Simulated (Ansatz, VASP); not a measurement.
**One calculation of Cu, two programs**

```
Cu
1.0
     2.57321    0.00000    0.00000
    -1.28660    2.22846    0.00000
     0.00000    0.00000    4.25521
Cu
2
Direct
  0.33333 0.66667 0.25000
  0.66667 0.33333 0.75000
```

Change from the starting cell: volume scaled by 1.02.

Alike in both runs: task single point; functional PBE; k mesh 17 × 17 × 9; occupations fermi-dirac, width 0.03 eV; no spin polarisation.

|  | VASP | Ansatz |
| --- | --- | --- |
| version | VASP 6.6.1 | Ansatz 0.2.0 |
| potentials or method | VASP PAW PBE potentials, release 64 (Cu), cutoff 520 eV | all-electron LAPW, scalar-relativistic |

VASP gave:

- pressure (GPa): -2.0
- traceless stress, the component that is largest in VASP (GPa): 0.07

**Question.** What did Ansatz give for the same quantities?

**Answer.** Pressure (GPa): -2.6; traceless stress, the component that is largest in VASP (GPa): 0.07.

Ansatz ran all-electron here, and VASP with PAW potentials.
